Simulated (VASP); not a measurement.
Crystal: BeTlMo.

```
CELL_PARAMETERS angstrom
3.90438 0.00000 0.00000
0.00000 3.90438 0.00000
0.00000 0.00000 6.80067
ATOMIC_POSITIONS crystal
Be 0.00000 0.50000 0.35100
Be 0.50000 0.00000 0.64900
Tl 0.00000 0.00000 0.00000
Tl 0.50000 0.50000 0.00000
Mo 0.00000 0.50000 0.72700
Mo 0.50000 0.00000 0.27300
```

| Property | Result |
| --- | --- |
| Program | VASP 6.6.1 |
| Task | relaxation of cell and atoms |
| Functional | PBE |
| Potentials or basis | VASP PAW PBE potentials, release 64 (Be, Tl_d, Mo_sv) |
| Cutoff | 600 eV |
| k mesh | 4 × 4 × 4 |
| Occupations | gaussian, width 0.1 eV |
| Spin | no spin polarisation |

At the start: pressure 12.3 GPa; volume 17.28 Å³/atom.

Q: Where does the relaxation end?

A: Over 13 steps the energy falls by 501.4 meV/atom and the volume is 16.65 Å³/atom (-3.7 %); space group P4/nmm (No. 129, to 0.1 Å) before and after.

Step by step:
```tsv
step	energy change (eV)	largest force (eV/Å)	pressure (GPa)	volume (Å³)
1	0.0000	5.9381	12.30	103.67
2	-1.3524	1.0382	-13.22	124.86
3	-1.5730	2.0092	-9.18	118.10
4	-2.5378	0.9685	-3.83	107.34
5	-2.6079	1.4678	-0.88	104.17
6	-2.7701	0.8339	0.90	101.58
7	-2.7937	0.5114	2.25	100.13
8	-2.9114	0.3393	-0.54	101.57
9	-2.9460	0.3332	-2.98	103.02
10	-3.0013	0.1093	0.88	99.14
11	-3.0052	0.1798	0.03	99.89
12	-3.0080	0.0517	0.02	99.88
13	-3.0083	0.0237	0.06	99.88
```

Final structure:
```
Be Tl Mo
1.0
     3.86422    0.00000    0.00000
     0.00000    3.86422    0.00000
     0.00000    0.00000    6.68885
Be Tl Mo
2 2 2
Direct
  0.00000 0.50000 0.31082
  0.50000 0.00000 0.68918
  0.00000 0.00000 0.00000
  0.50000 0.50000 0.00000
  0.00000 0.50000 0.64660
  0.50000 0.00000 0.35340
```

Caveat: the k points lie up to 0.41 Å⁻¹ apart in the final cell, too coarse for converged energies and pressures of a metal.
